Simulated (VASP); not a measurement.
# P (Im-3m) in VASP: single point with PBEsol

Aim: the single point of P with PBEsol.

All numbers are computed with VASP 6.6.1; they aren't measurements. Logs are shortened: lines on timing, memory, paths and dates and some standing lists are left out, and cuts for length are marked.

## Step 1: The cell of the first run

The structure is cubic, space group Im-3m (No. 229). The conventional cell has a = 3.022 Å, b = 3.022 Å, c = 3.022 Å, α = 90.00°, β = 90.00°, γ = 90.00°. Within 3.5 Å of P (site symmetry m-3m) lie 14 P at 2.62 to 3.02 Å.

## Step 2: Single point, PBEsol

The input, INCAR:

```
PREC     = Accurate       # precision mode
ENCUT    = 520            # plane-wave cutoff, eV
EDIFF    = 1E-7           # SCF threshold, eV
ISMEAR   = -1             # smearing method
SIGMA    = 0.13605693000000002 # smearing width, eV
LREAL    = F              # projectors in reciprocal space
LASPH    = T              # aspherical terms in the spheres
NELM     = 80             # most SCF steps
ALGO     = Normal         # electronic algorithm
ISIF     = 2              # what is computed and relaxed
LWAVE    = F              # write WAVECAR
LCHARG   = F              # write CHGCAR
GGA      = PS             # functional
NBANDS   = 8              # bands
```

The input, KPOINTS:

```
Automatic mesh
0
Gamma
  15 15 15
```

The input, POSCAR:

```
P
1.0
   -1.5109568077      1.5109568077      1.5109568077
    1.5109568077     -1.5109568077      1.5109568077
    1.5109568077      1.5109568077     -1.5109568077
P
1
Direct
    0.0000000000      0.0000000000      0.0000000000
```

Potentials or basis: VASP PAW PBE potentials, release 64 (P).

On the command line:

```bash
> cat potpaw_PBE.64/P/POTCAR > POTCAR
> mpirun -np 1 vasp_std > vasp.out
```

OUTCAR:

```text
PREC = Accurate
   ENCUT = 520
   EDIFF = 1E-7
   ISMEAR = -1
   LREAL = F
   LASPH = T
   NELM = 80
   ISIF = 2
   GGA = PS

 ion  position               nearest neighbor table
   1  0.000  0.000  0.000-

  LATTYP: Found a body centered cubic cell.
 ALAT       =     3.0219136154

  Lattice vectors:

 A1 = (  -1.5109568077,   1.5109568077,   1.5109568077)
 A2 = (   1.5109568077,  -1.5109568077,   1.5109568077)
 A3 = (   1.5109568077,   1.5109568077,  -1.5109568077)

Analysis of symmetry for initial positions (statically):
=====================================================================
 Subroutine PRICEL returns:
 Original cell was already a primitive cell.

 Routine SETGRP: Setting up the symmetry group for a
 body centered cubic supercell.

 Subroutine GETGRP returns: Found 48 space group operations
 (whereof 48 operations were pure point group operations)
 out of a pool of 48 trial point group operations.

The static configuration has the point symmetry O_h .

Analysis of symmetry for dynamics (positions and initial velocities):
=====================================================================
 Subroutine PRICEL returns:
 Original cell was already a primitive cell.

 Routine SETGRP: Setting up the symmetry group for a
 body centered cubic supercell.

 Subroutine GETGRP returns: Found 48 space group operations
 (whereof 48 operations were pure point group operations)
 out of a pool of 48 trial point group operations.

The dynamic configuration has the point symmetry O_h .

 Subroutine INISYM returns: Found 48 space group operations
 (whereof 48 operations are pure point group operations),
 and found     1 'primitive' translations

----------------------------------------------------------------------------------------

                                     Primitive cell

  volume of cell :      13.7980

  direct lattice vectors                    reciprocal lattice vectors
    -1.510956808  1.510956808  1.510956808     0.000000000  0.330916144  0.330916144
     1.510956808 -1.510956808  1.510956808     0.330916144  0.000000000  0.330916144
     1.510956808  1.510956808 -1.510956808     0.330916144  0.330916144  0.000000000

  length of vectors
     2.617053959  2.617053959  2.617053959     0.467986098  0.467986098  0.467986098

  position of ions in fractional coordinates (direct lattice)
     0.000000000  0.000000000  0.000000000

  ion indices of the primitive-cell ions
   primitive index   ion index
                 1           1

----------------------------------------------------------------------------------------

 KPOINTS: Automatic mesh

Automatic generation of k-mesh.
 Grid dimensions read from file:
 generate k-points for:   15   15   15

 Generating k-lattice:

  Cartesian coordinates                     Fractional coordinates (reciprocal lattice)
     0.000000000  0.022061076  0.022061076     0.066666667  0.000000000  0.000000000
     0.022061076  0.000000000  0.022061076     0.000000000  0.066666667  0.000000000
     0.022061076  0.022061076  0.000000000     0.000000000  0.000000000  0.066666667

  Length of vectors
     0.031199073  0.031199073  0.031199073

  Shift w.r.t. Gamma in fractional coordinates (k-lattice)
     0.000000000  0.000000000  0.000000000

 Subroutine IBZKPT returns following result:
 ===========================================

 Found    120 irreducible k-points:

 Following reciprocal coordinates:
            Coordinates               Weight
  0.000000  0.000000  0.000000      1.000000
  0.066667  0.000000  0.000000     12.000000
  0.133333  0.000000  0.000000     12.000000
  0.200000  0.000000  0.000000     12.000000
  0.266667  0.000000  0.000000     12.000000
  0.333333  0.000000  0.000000     12.000000
[... 16 lines left out ...]
  0.333333  0.200000  0.000000     48.000000
  0.400000  0.200000  0.000000     24.000000
 [... further k-points ...]
   k-points           NKPTS =    120   k-points in BZ     NKDIM =    120   number of bands    NBANDS=      8
   number of dos      NEDOS =    301   number of ions     NIONS =      1
   total plane-waves  NPLWV =   8000
   dimension x,y,z NGX =    20 NGY =   20 NGZ =   20
   dimension x,y,z NGXF=    40 NGYF=   40 NGZF=   40
   ions per type =               1
   NGX,Y,Z   is equivalent  to a cutoff of  12.70, 12.70, 12.70 a.u.
   NGXF,Y,Z  is equivalent  to a cutoff of  25.41, 25.41, 25.41 a.u.
 SYSTEM =  unknown system
   PREC   = accura    normal or accurate (medium, high low for compatibility)
   ISTART =      0    job   : 0-new  1-cont  2-samecut
   ICHARG =      2    charge: 1-file 2-atom 10-const
   ISPIN  =      1    spin polarized calculation?
   LNONCOLLINEAR =      F non collinear calculations
   LSORBIT =      F    spin-orbit coupling
   LASPH  =      T    aspherical Exc in radial PAW
   ENCUT  =  520.0 eV  38.22 Ry    6.18 a.u.   4.87  4.87  4.87*2*pi/ulx,y,z
   NELM   =     80;   NELMIN=  2; NELMDL= -5     # of ELM steps
   EDIFF  = 0.1E-06   stopping-criterion for ELM
   LREAL  =      F    real-space projection
   EDIFFG = 0.1E-05   stopping-criterion for IOM
   NSW    =      0    number of steps for IOM
   IBRION =     -1    ionic relax: 0-MD 1-quasi-New 2-CG
   NFREE  =      0    steps in history (QN), initial steepest desc. (CG)
   ISIF   =      2    stress and relaxation
   ISYM   =      2    0-nonsym 1-usesym 2-fastsym
   POTIM  = 0.5000    time-step for ionic-motion
   TEBEG  =    0.0;   TEEND  =   0.0 temperature during run
   PSTRESS=    0.0 pullay stress
   NELECT =       5.0000    total number of electrons
   NUPDOWN=      -1.0000    fix difference up-down
   EMIN   =  10.00;   EMAX   =-10.00  energy-range for DOS
   EFERMI =   0.00;   METHOD = LEGACY
   ISMEAR =    -1;   SIGMA  =   0.14  broadening in eV -4-tet -1-fermi 0-gaus
   EFERMI_NEDOS =   21; number of points for ismear=-14 and -15
   IALGO  =     38    algorithm
   IMIX   =      4    mixing-type and parameters
     AMIX     =   0.40;   BMIX     =  1.00
     AMIX_MAG =   1.60;   BMIX_MAG =  1.00
  volume/ion in A,a.u.               =      13.80        93.11
  Fermi-wavevector in a.u.,A,eV,Ry     =   1.167149  2.205591 18.534341  1.362236
  Thomas-Fermi vector in A             =   2.303652
   LORBIT       =      0    0 simple, 1 ext, 2 COOP (PROOUT), +10 PAW based schemes
   GGA     = PS    functional components
   LHFCALC =     F    Hartree Fock is set to
   AEXX    =    0.0000 exact exchange contribution
   IVDW    =     0    specifies the selected vdW correction
   LEPSILON=     F    determine dielectric tensor
   LRPA    =     F    only Hartree local field effects (RPA)
 non-spin polarized calculation
  energy-cutoff  :      520.00
  volume of cell :       13.80
 maximum number of plane-waves:       382
   NGX =  9   NGY =  9   NGZ =  9

 number of electron       5.0000000 magnetization

 Free energy of the ion-electron system (eV)
  ---------------------------------------------------
  ext. energy  EPLUGINS =         0.00000000
  ---------------------------------------------------
  free energy    TOTEN  =        -5.23642614 eV

  energy without entropy =       -5.20883311  energy(sigma->0) =       -5.22262962

 E-fermi :  10.3542     XC(G=0): -11.7717

 val. band max:       10.3529732500   @ k =  -0.4000   0.4667   0.3333
 cond. band min:      10.3565917637   @ k =  -0.3333   0.4000   0.1333
 fundamental gap:      0.0036185137
 Fermi energy:        10.3541532728

 k-point     1 :       0.0000    0.0000    0.0000
  band No.  band energies     occupation
      1      -6.3806      2.00000
      2      17.8948      0.00000
      3      17.8948      0.00000
      4      17.8948      0.00000
      5      22.5271      0.00000
      6      22.5271      0.00000
      7      22.5271      0.00000
      8      26.5075      0.00000

 k-point     2 :       0.0667    0.0000    0.0000
  band No.  band energies     occupation
      1      -6.2434      2.00000
      2      16.9677      0.00000
      3      17.3638      0.00000
      4      17.8006      0.00000
      5      22.1253      0.00000
      6      22.6887      0.00000
      7      23.2982      0.00000
      8      25.6763      0.00000

 k-point     3 :       0.1333    0.0000    0.0000
  band No.  band energies     occupation
      1      -5.8327      2.00000
      2      14.8421      0.00000
      3      16.3213      0.00000
      4      17.5334      0.00000
      5      21.2092      0.00000
      6      22.3013      0.00000
      7      25.0576      0.00000
      8      25.3083      0.00000

 k-point     4 :       0.2000    0.0000    0.0000
  band No.  band energies     occupation
      1      -5.1508      2.00000
      2      12.2717      0.00000
      3      15.2763      0.00000
      4      17.1437      0.00000
      5      20.1845      0.00000
      6      21.2825      0.00000
      7      25.9436      0.00000
      8      26.2843      0.00000

 k-point     5 :       0.2667    0.0000    0.0000
  band No.  band energies     occupation
      1      -4.2027      2.00000
      2       9.6199      1.99098
      3      14.3860      0.00000
      4      16.7108      0.00000
      5      19.2610      0.00000
      6      20.3072      0.00000
      7      26.7654      0.00000
      8      26.9194      0.00000
[... 177 lines left out ...]
 k-point    22 :       0.2667    0.2000   -0.0000
  band No.  band energies     occupation
      1      -1.4195      2.00000
      2       6.5146      2.00000
      3       8.9098      1.99995
      4      14.1898      0.00000
      5      20.6371      0.00000
      6      22.8850      0.00000
      7      26.9848      0.00000
      8      28.8654      0.00000

 k-point    23 :       0.3333    0.2000    0.0000
  band No.  band energies     occupation
      1       0.0712      2.00000
      2       4.4419      2.00000
      3       8.4150      2.00000
      4      13.8757      0.00000
      5      20.4901      0.00000
      6      23.4655      0.00000
      7      27.0542      0.00000
      8      28.8825      0.00000

 k-point    24 :       0.4000    0.2000    0.0000
  band No.  band energies     occupation
      1       1.1597      2.00000
      2       3.1425      2.00000
      3       8.2636      2.00000
      4      13.7692      0.00000
      5      20.4232      0.00000
      6      23.7442      0.00000
      7      27.1930      0.00000
      8      28.4907      0.00000

 [... further k-points ...]
[... 5 lines left out ...]
  --------------------------------------------------------------------------------------
  -------------------------------------------------------------------------------------
  Total       -0.0853722     -0.0853722     -0.0853722      0.0000000      0.0000000      0.0000000
  in kB       -9.9131330     -9.9131330     -9.9131330      0.0000000      0.0000000      0.0000000
  external PRESSURE =      -9.9131330 kB  Pullay stress =       0.0000000 kB

 VOLUME and BASIS-vectors are now :
 -----------------------------------------------------------------------------
  energy-cutoff  :      520.00
  volume of cell :       13.80
      direct lattice vectors                 reciprocal lattice vectors
    -1.510956808  1.510956808  1.510956808     0.000000000  0.330916144  0.330916144
     1.510956808 -1.510956808  1.510956808     0.330916144  0.000000000  0.330916144
     1.510956808  1.510956808 -1.510956808     0.330916144  0.330916144  0.000000000

 POSITION                                       TOTAL-FORCE (eV/Angst)
 -----------------------------------------------------------------------------------
      0.00000      0.00000      0.00000        -0.000000     -0.000000      0.000000
 -----------------------------------------------------------------------------------
    total drift:                                0.000000      0.000000     -0.000000

  FREE ENERGIE OF THE ION-ELECTRON SYSTEM (eV)
  ---------------------------------------------------
  free  energy   TOTEN  =        -5.2364261361 eV

  energy  without entropy=       -5.2088331115  energy(sigma->0) =       -5.22262962
```

Run time: 6.3 s. Hardware: 1 thread of Intel Xeon Platinum 8488C (Sapphire Rapids), shared host; peak memory 0.12 GiB.

Results:

```
Free energy : -5.2364 eV
Pressure    : -1.0 GPa
```

Caveat: the PAW data sets were made with another functional, which shifts forces and pressure a little.
